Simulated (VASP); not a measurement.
Mn, 1 atom in the cell. The structure is hexagonal, space group P6/mmm (No. 191). Conventional cell: a = 2.538 Å, b = 2.538 Å, c = 2.372 Å, α = 90.00°, β = 90.00°, γ = 120.00°. Mn (site symmetry 6/mmm) has 8 Mn at 2.37 to 2.54 Å within 3.1 Å. This isn't the form of Mn at room conditions, which is a 58-atom cubic cell.

```yaml
Program: VASP 6.6.1
Task: single point
Functional: PBEsol
Potentials_or_basis: VASP PAW PBE potentials, release 64 (Mn_pv)
Cutoff: 520 eV
k_mesh: 9 × 9 × 8
Occupations: gaussian, width 0.1 eV
Spin: collinear spin, ferromagnetic start
Starting_moments: "[4.0] μB"
Dipole_correction: no
Further_INCAR_settings: ALGO = Normal; EDIFF = 1e-07; NBANDS = 16
```

Potentials or basis: VASP PAW PBE potentials, release 64 (Mn_pv).

Launch:

```console
$ cat potpaw_PBE.64/Mn_pv/POTCAR > POTCAR
$ mpirun -np 1 vasp_std > vasp.out
```

Hardware: 1 thread of Intel Xeon 8259CL, on a shared host.

Task: Estimate the wall time of this run.

Result: Run time: 35 s on 1 thread of Intel Xeon 8259CL, with other jobs on the host, peak memory 0.14 GiB. Counts: scf iterations 15, k points 60.
